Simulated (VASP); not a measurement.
Here is a VASP 6.6.1 calculation.

The input INCAR:

```
SYSTEM = SbMo
PREC     = Accurate       ! precision mode
ENCUT    = 520            ! plane-wave cutoff, eV
EDIFF    = 1E-6           ! SCF threshold, eV
ISMEAR   = -1             ! smearing method
SIGMA    = 0.08           ! smearing width, eV
LREAL    = .FALSE.        ! projectors in reciprocal space
LASPH    = .TRUE.         ! aspherical terms in the spheres
NELM     = 100            ! most SCF steps
ALGO     = Normal         ! electronic algorithm
ISIF     = 2              ! what is computed and relaxed
LWAVE    = .FALSE.        ! write WAVECAR
LCHARG   = .TRUE.         ! write CHGCAR
GGA      = PS             ! functional
LELF     = .TRUE.         ! ELF
LVHAR    = .TRUE.       
NBANDS   = 16             ! bands
```

The input KPOINTS:

```
Automatic mesh
0
G
  12 12 12
  0 0 0
```

The input POSCAR:

```
SbMo
1.0
    0.0000000000      2.6187739154      2.6187739154
    2.6187739154      0.0000000000      2.6187739154
    2.6187739154      2.6187739154      0.0000000000
Mo Sb
1 1
Direct
    0.0000000000      0.0000000000      0.0000000000
    0.2500000000      0.2500000000      0.2500000000
```

Potentials or basis: VASP PAW PBE potentials, release 64 (Mo_sv, Sb).

Run with:

```sh
$ cat potpaw_PBE.64/Mo_sv/POTCAR potpaw_PBE.64/Sb/POTCAR > POTCAR
$ mpirun -np 1 vasp_std > vasp.out
```

**Question.** Predict the band gap on the k mesh.

**Answer.** Zero (an odd number of electrons rules out a gap without spin polarisation).

**Question.** What does it give for the pressure?

**Answer.** 92.6 GPa.

Caveat: the cell stands under pressure; the PAW data sets were made with another functional, which shifts forces and pressure a little; spin-orbit coupling is left out, which moves the levels of the heavy elements.
